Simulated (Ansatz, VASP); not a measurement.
HfO2 in VASP and in Ansatz

File INCAR:

```
PREC = Accurate ; ENCUT = 520
EDIFF = 1E-6 ; ISMEAR = 0
SIGMA = 0.05 ; LREAL = False
LASPH = True ; NELM = 80
ALGO = Normal ; ISIF = 2
LWAVE = False ; LCHARG = True
GGA = PE ; LELF = True
LVHAR = True ; NBANDS = 18
```

File KPOINTS:

```
regular mesh
0
Gamma
  8 8 8
```

POSCAR

```
HfO2
1.0
    0.0000000000      2.5027436545      2.5027436545
    2.5027436545      0.0000000000      2.5027436545
    2.5027436545      2.5027436545      0.0000000000
Hf O
1 2
Direct
    0.0000000000      0.0000000000      0.0000000000
    0.2500000000      0.2500000000      0.2500000000
    0.7500000000      0.7500000000      0.7500000000
```

Input for Ansatz:

```yaml
crystal:
  lattice:
    - [0.0, 2.5027436545, 2.5027436545]
    - [2.5027436545, 0.0, 2.5027436545]
    - [2.5027436545, 2.5027436545, 0.0]
  atoms:
    - { symbol: Hf, position: [0.0, 0.0, 0.0] }
    - { symbol: O, position: [0.25, 0.25, 0.25] }
    - { symbol: O, position: [0.75, 0.75, 0.75] }
basis:
  ecutwfc: 520.0
kpoints:
  mp_grid: { grid: [8, 8, 8] }
hamiltonian:
  xc: pbe
  pseudopotentials: { kind: paw, azcp: { folder: soft_1 } }
scf:
  occupations: { method: gaussian, width: 0.05 }
output:
  forces: true
  stress: true
  eigenvalues: true
```

Alike in both runs: task single point; functional PBE; k mesh 8 × 8 × 8; occupations gaussian, width 0.05 eV; no spin polarisation.

```csv
,VASP,Ansatz
version,VASP 6.6.1,Ansatz 0.2.0
potentials or method,"VASP PAW PBE potentials, release 64 (Hf_pv, O), cutoff 520 eV","scalar-relativistic, plane waves, PAW"
valence electrons in the cell,22,38
```

Ansatz gave:

* gap on the k mesh at the Fermi level (eV): 3.88
* least direct gap on the mesh (eV): 3.88
* pressure (GPa): 15.2

**Question.** Which values does VASP return?

**Answer.** gap on the k mesh at the Fermi level (eV): 3.91; least direct gap on the mesh (eV): 3.91; pressure (GPa): 10.9.

One of these differences is far larger than is usual between the two programs; its cause wasn't traced. The functional is the same, so the differences come from potentials, cutoffs and numerics. VASP's potentials hold 22 valence electrons a cell and Ansatz's 38, so a difference there can come from the potentials and not from the codes.

Spin-orbit coupling is off throughout.
